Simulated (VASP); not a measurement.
A run of VASP 6.6.1:

The input INCAR:

```
ALGO     = Normal         # electronic algorithm
EDIFF    = 1E-6           # SCF threshold, eV
EDIFFG   = -0.005         # ionic threshold
ENCUT    = 600            # plane-wave cutoff, eV
GGA      = PE             # functional
IBRION   = 2              # ionic algorithm
ISIF     = 3              # what is computed and relaxed
ISMEAR   = -1             # smearing method
LASPH    = True           # aspherical terms in the spheres
LCHARG   = False          # write CHGCAR
LREAL    = False          # projectors in reciprocal space
LWAVE    = False          # write WAVECAR
NELM     = 80             # most SCF steps
NSW      = 32             # ionic steps
PREC     = Accurate       # precision mode
PSTRESS  = 22.0         
SIGMA    = 0.05           # smearing width, eV
```

The input KPOINTS:

```
k-points
0
Gamma
  17 17 17
```

POSCAR

```
P
1.0
   -1.5151035779      1.5151035779      1.5151035779
    1.5151035779     -1.5151035779      1.5151035779
    1.5151035779      1.5151035779     -1.5151035779
P
1
Direct
    0.0000000000      0.0000000000      0.0000000000
```

Potentials or basis: VASP PAW PBE potentials, release 64 (P).

The run is started by

```console
$ cat potpaw_PBE.64/P/POTCAR > POTCAR
$ mpirun -np 1 vasp_std > vasp.out
```

Hardware: 1 thread of AMD EPYC 9R45 96-Core Processor (Zen 5), with other jobs on the host.

Task: Estimate the wall time of this run.

Result: It took 11 s on 1 thread of AMD EPYC 9R45 96-Core Processor (Zen 5), on a shared host, peak memory 0.11 GiB. Counts: scf iterations 17, k points 165, ion steps 3.
